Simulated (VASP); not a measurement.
Au:

```
Au
1.0
     0.00000    2.03500    2.03500
     2.03500    0.00000    2.03500
     2.03500    2.03500    0.00000
Au
1
Direct
  0.00000 0.00000 0.00000
```

* Program: VASP 6.6.1
* Task: relaxation of cell and atoms
* Functional: PBE
* Dispersion: D4
* Potentials or basis: VASP PAW PBE potentials, release 64 (Au)
* Cutoff: 600 eV
* k mesh: 11 × 11 × 11
* Occupations: fermi-dirac, width 0.05 eV
* Spin: no spin polarisation

At the start: pressure 4.5 GPa; volume 16.85 Å³/atom.

Task: Where does the relaxation end?

Result: Over 3 steps the energy falls by 6.0 meV/atom and the volume is 17.30 Å³/atom (+2.6 %); space group Fm-3m (No. 225, to 0.05 Å).

The path:
| step | energy change (eV) | largest force (eV/Å) | pressure (GPa) | volume (Å³) |
| --- | --- | --- | --- | --- |
| 1 | 0.0000 | 0.0000 | 4.53 | 16.85 |
| 2 | 0.0092 | 0.0000 | -6.17 | 18.05 |
| 3 | -0.0060 | 0.0000 | -0.05 | 17.30 |

Final structure:
```xyz
1
Lattice="0.0000 2.0527 2.0527 2.0527 0.0000 2.0527 2.0527 2.0527 0.0000" Properties=species:S:1:pos:R:3 pbc="T T T"
Au    0.0000    0.0000    0.0000
```

Caveat: pairwise dispersion overbinds metals, which lowers pressure and volume.
